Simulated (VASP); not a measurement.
# Ga2P (P6_3/mmc) in VASP: notebook

Ga2P is run at these levels: PBE; tasks: single point, relaxation of cell and atoms.

Everything below comes from runs of VASP 6.6.1. Logs are shortened: lines on timing, memory, paths and dates and some standing lists are left out, and cuts for length are marked.

## 1. The cell of the first run

Symmetry: P6_3/mmc, No. 194, hexagonal system. The conventional cell has a = 4.530 Å, b = 4.530 Å, c = 5.524 Å, α = 90.00°, β = 90.00°, γ = 120.00°. Within 3.6 Å of Ga (site symmetry -3m) lie 8 Ga at 2.76 to 2.96 Å and 6 P at 2.96 Å. Within 3.4 Å of Ga (site symmetry -6m2) lie 5 P at 2.62 to 2.76 Å and 6 Ga at 2.96 Å. Within 3.4 Å of P (site symmetry -6m2) lie 11 Ga at 2.62 to 2.96 Å.

The cell was built from a structure type or drawn by symmetry, and may not be a known phase.

## 2. Single point, PBE

Contents of INCAR:

```
SYSTEM = Ga2P
ALGO = Normal
EDIFF = 1E-7
ENCUT = 520
GGA = PE
ISIF = 2
ISMEAR = 0
LASPH = .TRUE.
LCHARG = .FALSE.
LREAL = .FALSE.
LWAVE = .FALSE.
NBANDS = 40
NELM = 100
PREC = Accurate
SIGMA = 0.1
```

Contents of KPOINTS:

```
k-points
0
G
  6 6 4
  0 0 0
```

Contents of POSCAR:

```
Ga2P
1.0
    4.5297573700      0.0000000000      0.0000000000
   -2.2648786800      3.9228849500      0.0000000000
    0.0000000000      0.0000000000      5.5243274100
Ga P
4 2
Direct
    0.0000000000      0.0000000000      0.5000000000
    0.0000000000      0.0000000000      0.0000000000
    0.6666666700      0.3333333300      0.2500000000
    0.3333333300      0.6666666700      0.7500000000
    0.6666666700      0.3333333300      0.7500000000
    0.3333333300      0.6666666700      0.2500000000
```

Potentials or basis: VASP PAW PBE potentials, release 64 (Ga_d, P).

Started as:

```sh
$ cat potpaw_PBE.64/Ga_d/POTCAR potpaw_PBE.64/P/POTCAR > POTCAR
$ mpirun -np 1 vasp_std > vasp.out
```

OUTCAR:

```text
SYSTEM = Ga2P
   EDIFF = 1E-7
   ENCUT = 520
   GGA = PE
   ISIF = 2
   ISMEAR = 0
   LASPH = .TRUE.
   LREAL = .FALSE.
   NELM = 100
   PREC = Accurate

 ion  position               nearest neighbor table
   1  0.000  0.000  0.500-   2 2.76   2 2.76
   2  0.000  0.000  0.000-   1 2.76   1 2.76
   3  0.667  0.333  0.250-   6 2.62   6 2.62   6 2.62   5 2.76   5 2.76
   4  0.333  0.667  0.750-   5 2.62   5 2.62   5 2.62   6 2.76   6 2.76
   5  0.667  0.333  0.750-   4 2.62   4 2.62   4 2.62   3 2.76   3 2.76
   6  0.333  0.667  0.250-   3 2.62   3 2.62   3 2.62   4 2.76   4 2.76

  LATTYP: Found a hexagonal cell.
 ALAT       =     4.5297573700
 C/A-ratio  =     1.2195636452

  Lattice vectors:

 A1 = (   4.5297573700,   0.0000000000,   0.0000000000)
 A2 = (  -2.2648786800,   3.9228849500,   0.0000000000)
 A3 = (   0.0000000000,   0.0000000000,   5.5243274100)

Analysis of symmetry for initial positions (statically):
=====================================================================
 Subroutine PRICEL returns:
 Original cell was already a primitive cell.

 Routine SETGRP: Setting up the symmetry group for a
 hexagonal supercell.

 Subroutine GETGRP returns: Found 24 space group operations
 (whereof 12 operations were pure point group operations)
 out of a pool of 24 trial point group operations.

The static configuration has the point symmetry D_3d.
 The point group associated with its full space group is D_6h.

Analysis of symmetry for dynamics (positions and initial velocities):
=====================================================================
 Subroutine PRICEL returns:
 Original cell was already a primitive cell.

 Routine SETGRP: Setting up the symmetry group for a
 hexagonal supercell.

 Subroutine GETGRP returns: Found 24 space group operations
 (whereof 12 operations were pure point group operations)
 out of a pool of 24 trial point group operations.

The dynamic configuration has the point symmetry D_3d.
 The point group associated with its full space group is D_6h.

 Subroutine INISYM returns: Found 24 space group operations
 (whereof 12 operations are pure point group operations),
 and found     1 'primitive' translations

----------------------------------------------------------------------------------------

                                     Primitive cell

  volume of cell :      98.1657

  direct lattice vectors                    reciprocal lattice vectors
     4.529757370  0.000000000  0.000000000     0.220762376  0.127457217  0.000000000
    -2.264878680  3.922884950  0.000000000     0.000000000  0.254914435  0.000000000
     0.000000000  0.000000000  5.524327410     0.000000000  0.000000000  0.181017511

  length of vectors
     4.529757370  4.529757363  5.524327410     0.254914434  0.254914435  0.181017511

  position of ions in fractional coordinates (direct lattice)
     0.000000000  0.000000000  0.500000000
     0.000000000  0.000000000  0.000000000
     0.666666670  0.333333330  0.250000000
     0.333333330  0.666666670  0.750000000
     0.666666670  0.333333330  0.750000000
     0.333333330  0.666666670  0.250000000

  ion indices of the primitive-cell ions
   primitive index   ion index
                 1           1
                 2           2
                 3           3
                 4           4
                 5           5
                 6           6

----------------------------------------------------------------------------------------

 KPOINTS: k-points

Automatic generation of k-mesh.
 Grid dimensions read from file:
 generate k-points for:    6    6    4

 Generating k-lattice:

  Cartesian coordinates                     Fractional coordinates (reciprocal lattice)
     0.036793729  0.021242870  0.000000000     0.166666667  0.000000000  0.000000000
     0.000000000  0.042485739  0.000000000     0.000000000  0.166666667  0.000000000
     0.000000000  0.000000000  0.045254378     0.000000000  0.000000000  0.250000000

  Length of vectors
     0.042485739  0.042485739  0.045254378

  Shift w.r.t. Gamma in fractional coordinates (k-lattice)
     0.000000000  0.000000000  0.000000000

 Subroutine IBZKPT returns following result:
 ===========================================

 Found     21 irreducible k-points:

 Following reciprocal coordinates:
            Coordinates               Weight
  0.000000  0.000000  0.000000      1.000000
  0.166667 -0.000000  0.000000      6.000000
  0.333333  0.000000  0.000000      6.000000
  0.500000  0.000000  0.000000      3.000000
  0.166667  0.166667  0.000000      6.000000
  0.333333  0.166667  0.000000     12.000000
[... 13 lines left out ...]
  0.333333  0.166667  0.500000     12.000000
  0.333333  0.333333  0.500000      2.000000
   k-points           NKPTS =     21   k-points in BZ     NKDIM =     21   number of bands    NBANDS=     40
   number of dos      NEDOS =    301   number of ions     NIONS =      6
   total plane-waves  NPLWV =  54432
   dimension x,y,z NGX =    36 NGY =   36 NGZ =   42
   dimension x,y,z NGXF=    72 NGYF=   72 NGZF=   84
   ions per type =               4   2
   NGX,Y,Z   is equivalent  to a cutoff of  13.21, 13.21, 12.64 a.u.
   NGXF,Y,Z  is equivalent  to a cutoff of  26.42, 26.42, 25.28 a.u.
 SYSTEM =  Ga2P
   PREC   = accura    normal or accurate (medium, high low for compatibility)
   ISTART =      0    job   : 0-new  1-cont  2-samecut
   ICHARG =      2    charge: 1-file 2-atom 10-const
   ISPIN  =      1    spin polarized calculation?
   LNONCOLLINEAR =      F non collinear calculations
   LSORBIT =      F    spin-orbit coupling
   LASPH  =      T    aspherical Exc in radial PAW
   ENCUT  =  520.0 eV  38.22 Ry    6.18 a.u.   8.42  8.42 10.27*2*pi/ulx,y,z
   NELM   =    100;   NELMIN=  2; NELMDL= -5     # of ELM steps
   EDIFF  = 0.1E-06   stopping-criterion for ELM
   LREAL  =      F    real-space projection
   EDIFFG = 0.1E-05   stopping-criterion for IOM
   NSW    =      0    number of steps for IOM
   IBRION =     -1    ionic relax: 0-MD 1-quasi-New 2-CG
   NFREE  =      0    steps in history (QN), initial steepest desc. (CG)
   ISIF   =      2    stress and relaxation
   ISYM   =      2    0-nonsym 1-usesym 2-fastsym
   POTIM  = 0.5000    time-step for ionic-motion
   TEBEG  =    0.0;   TEEND  =   0.0 temperature during run
   PSTRESS=    0.0 pullay stress
   NELECT =      62.0000    total number of electrons
   NUPDOWN=      -1.0000    fix difference up-down
   EMIN   =  10.00;   EMAX   =-10.00  energy-range for DOS
   EFERMI =   0.00;   METHOD = LEGACY
   ISMEAR =     0;   SIGMA  =   0.10  broadening in eV -4-tet -1-fermi 0-gaus
   EFERMI_NEDOS =   21; number of points for ismear=-14 and -15
   IALGO  =     38    algorithm
   IMIX   =      4    mixing-type and parameters
     AMIX     =   0.40;   BMIX     =  1.00
     AMIX_MAG =   1.60;   BMIX_MAG =  1.00
  volume/ion in A,a.u.               =      16.36       110.41
  Fermi-wavevector in a.u.,A,eV,Ry     =   1.404598  2.654306 26.842879  1.972896
  Thomas-Fermi vector in A             =   2.527144
   LORBIT       =      0    0 simple, 1 ext, 2 COOP (PROOUT), +10 PAW based schemes
   GGA     = PE    functional components
   LHFCALC =     F    Hartree Fock is set to
   AEXX    =    0.0000 exact exchange contribution
   IVDW    =     0    specifies the selected vdW correction
   LEPSILON=     F    determine dielectric tensor
   LRPA    =     F    only Hartree local field effects (RPA)
 non-spin polarized calculation
 Gauss-broadening in eV      SIGMA  =   0.10
  energy-cutoff  :      520.00
  volume of cell :       98.17
 maximum number of plane-waves:      2672
 NGX is ok and might be reduce to    36
   NGX = 17   NGY = 17   NGZ = 21

 number of electron      61.9999954 magnetization

 Free energy of the ion-electron system (eV)
  ---------------------------------------------------
  ext. energy  EPLUGINS =         0.00000000
  ---------------------------------------------------
  free energy    TOTEN  =       -21.40832900 eV

  energy without entropy =      -21.38596403  energy(sigma->0) =      -21.39714652

 E-fermi :   7.4303     XC(G=0): -11.4524

 val. band max:        7.4095980672   @ k =   0.3333   0.1667   0.2500
 cond. band min:       7.4391165052   @ k =   0.1667   0.1667   0.2500
 fundamental gap:      0.0295184381
 Fermi energy:         7.4303259545

 k-point     1 :       0.0000    0.0000    0.0000
  band No.  band energies     occupation
      1      -7.8120      2.00000
      2      -7.7935      2.00000
      3      -7.7935      2.00000
      4      -7.7320      2.00000
      5      -7.7320      2.00000
      6      -7.7270      2.00000
[... 32 lines left out ...]
     39      10.2768      0.00000
     40      12.3221      0.00000

 k-point     2 :       0.1667   -0.0000    0.0000
  band No.  band energies     occupation
      1      -7.8233      2.00000
      2      -7.8082      2.00000
      3      -7.7804      2.00000
      4      -7.7198      2.00000
      5      -7.7110      2.00000
      6      -7.6877      2.00000
[... 32 lines left out ...]
     39      12.0363      0.00000
     40      12.8817      0.00000

 k-point     3 :       0.3333    0.0000    0.0000
  band No.  band energies     occupation
      1      -7.8434      2.00000
      2      -7.7955      2.00000
      3      -7.7558      2.00000
      4      -7.7090      2.00000
      5      -7.6886      2.00000
      6      -7.6592      2.00000
[... 32 lines left out ...]
     39      13.5539      0.00000
     40      14.0078      0.00000

 k-point     4 :       0.5000    0.0000    0.0000
  band No.  band energies     occupation
      1      -7.8500      2.00000
      2      -7.7802      2.00000
      3      -7.7475      2.00000
      4      -7.7079      2.00000
      5      -7.6634      2.00000
      6      -7.6616      2.00000
[... 32 lines left out ...]
     39      13.9852      0.00000
     40      14.0570      0.00000
[... 643 lines left out ...]
     39      12.1382      0.00000
     40      12.1382      0.00000

 k-point    20 :       0.3333    0.1667    0.5000
  band No.  band energies     occupation
      1      -7.7403      2.00000
      2      -7.7403      2.00000
      3      -7.6845      2.00000
      4      -7.6845      2.00000
      5      -7.6665      2.00000
      6      -7.6665      2.00000
[... 32 lines left out ...]
     39      12.7918      0.00000
     40      12.7918      0.00000

 k-point    21 :       0.3333    0.3333    0.5000
  band No.  band energies     occupation
      1      -7.7298      2.00000
      2      -7.7298      2.00000
      3      -7.6915      2.00000
      4      -7.6915      2.00000
      5      -7.6521      2.00000
      6      -7.6521      2.00000
[... 32 lines left out ...]
     39      14.0264      0.00000
     40      14.0264      0.00000

------------------------ aborting loop because EDIFF is reached ----------------------------------------

  FORCE on cell =-STRESS in cart. coord.  units (eV):
  Direction    XX          YY          ZZ          XY          YZ          ZX
  --------------------------------------------------------------------------------------
  -------------------------------------------------------------------------------------
  Total        3.3619432      3.3619432      3.5354510      0.0000000      0.0000000      0.0000000
  in kB       54.8707673     54.8707672     57.7026133      0.0000001      0.0000000      0.0000000
  external PRESSURE =      55.8147159 kB  Pullay stress =       0.0000000 kB

 VOLUME and BASIS-vectors are now :
 -----------------------------------------------------------------------------
  energy-cutoff  :      520.00
  volume of cell :       98.17
      direct lattice vectors                 reciprocal lattice vectors
     4.529757370  0.000000000  0.000000000     0.220762376  0.127457217  0.000000000
    -2.264878680  3.922884950  0.000000000     0.000000000  0.254914435  0.000000000
     0.000000000  0.000000000  5.524327410     0.000000000  0.000000000  0.181017511

 POSITION                                       TOTAL-FORCE (eV/Angst)
 -----------------------------------------------------------------------------------
      0.00000      0.00000      2.76216         0.000000      0.000000      0.000000
      0.00000      0.00000      0.00000         0.000000      0.000000      0.000000
      2.26488      1.30763      1.38108        -0.000000     -0.000000      0.000000
     -0.00000      2.61526      4.14325         0.000000     -0.000000      0.000000
      2.26488      1.30763      4.14325         0.000000      0.000000      0.000000
     -0.00000      2.61526      1.38108        -0.000000      0.000000      0.000000
 -----------------------------------------------------------------------------------
    total drift:                               -0.000001      0.000001     -0.000000

  FREE ENERGIE OF THE ION-ELECTRON SYSTEM (eV)
  ---------------------------------------------------
  free  energy   TOTEN  =       -21.4083290030 eV

  energy  without entropy=      -21.3859640277  energy(sigma->0) =      -21.39714652
```

Run time: 57 s. Hardware: 1 thread of AMD EPYC 9R45 (Zen 5), shared host; peak memory 0.21 GiB.

What came out:

- Free energy: -21.4083 eV
- Pressure: 5.6 GPa
- Band gap on the k mesh: zero (bands 31 and 32 overlap by 2.34 eV)

Stress tensor (GPa, compression positive):
```
5.49 0.00 0.00
0.00 5.49 0.00
0.00 0.00 5.77
```

Levels at points of the mesh, in eV from the Fermi level:
| k point | band 29 | band 30 | band 31 | band 32 | band 33 | band 34 |
| --- | --- | --- | --- | --- | --- | --- |
| (0.00, 0.00, 0.00) | -2.82 | -1.11 | -0.64 | -0.64 | -0.31 | 1.14 |
| (0.50, 0.00, 0.00) | -2.39 | -1.86 | -1.34 | 1.29 | 2.08 | 2.91 |
| (0.00, 0.00, 0.50) | -1.97 | -1.97 | -1.41 | -1.41 | -0.80 | -0.80 |
| (0.50, 0.00, 0.50) | -0.78 | -0.78 | 0.79 | 0.79 | 3.44 | 3.44 |

Caveat: the cell stands under pressure.

## 3. Single point, PBE

This run uses another cell than the first one, of 17.67 Å³/atom.

Contents of INCAR:

```
SYSTEM = Ga2P
  ALGO = Normal
  EDIFF = 1E-7
  ENCUT = 520
  GGA = PE
  ISIF = 2
  ISMEAR = 0
  LASPH = .True.
  LCHARG = .False.
  LREAL = .False.
  LWAVE = .False.
  NBANDS = 40
  NELM = 100
  PREC = Accurate
  SIGMA = 0.1
```

Contents of KPOINTS:

```
k-points
0
Gamma
  6 6 4
  0 0 0
```

Contents of POSCAR:

```
Ga2P
1.0
    4.5961801107     -0.0000000029      0.0000000000
   -2.2980900528      3.9804087377      0.0000000000
    0.0000000000      0.0000000000      5.7943677212
Ga P
4 2
Direct
    0.0000000000      0.0000000000      0.5000000000
    0.0000000000      0.0000000000      0.0000000000
    0.6666666667      0.3333333333      0.2500000000
    0.3333333333      0.6666666667      0.7500000000
    0.6666666667      0.3333333333      0.7500000000
    0.3333333333      0.6666666667      0.2500000000
```

Potentials or basis: VASP PAW PBE potentials, release 64 (Ga_d, P).

Started as:

```sh
$ cat potpaw_PBE.64/Ga_d/POTCAR potpaw_PBE.64/P/POTCAR > POTCAR
$ mpirun -np 1 vasp_std > vasp.out
```

Wall time 65 s (1 thread of AMD EPYC 9R45 (Zen 5), shared host); peak memory 0.23 GiB.

The run converged. Its results:

* Free energy: -21.5411 eV
* Pressure: 0.1 GPa
* Band gap on the k mesh: zero (bands 31 and 32 overlap by 2.39 eV)

Stress tensor (GPa, compression positive):
```
0.03 0.00 0.00
0.00 0.03 0.00
0.00 0.00 0.23
```

Levels at points of the mesh, in eV from the Fermi level:
```csv
k point,band 27,band 28,band 29,band 30,band 31,band 32,band 33,band 34,band 35,band 36
"(0.00, 0.00, 0.00)",-3.32,-2.54,-2.54,-0.91,-0.73,-0.62,-0.62,0.80,1.18,2.41
"(0.50, 0.00, 0.00)",-4.75,-4.59,-2.41,-1.89,-1.33,1.32,1.97,2.89,4.16,4.30
"(0.00, 0.00, 0.50)",-2.70,-2.70,-1.92,-1.92,-1.61,-1.61,-0.54,-0.54,-0.54,-0.54
"(0.50, 0.00, 0.50)",-4.15,-4.15,-1.09,-1.09,0.48,0.48,3.04,3.04,3.54,3.54
```

[end of part 1 of 2]
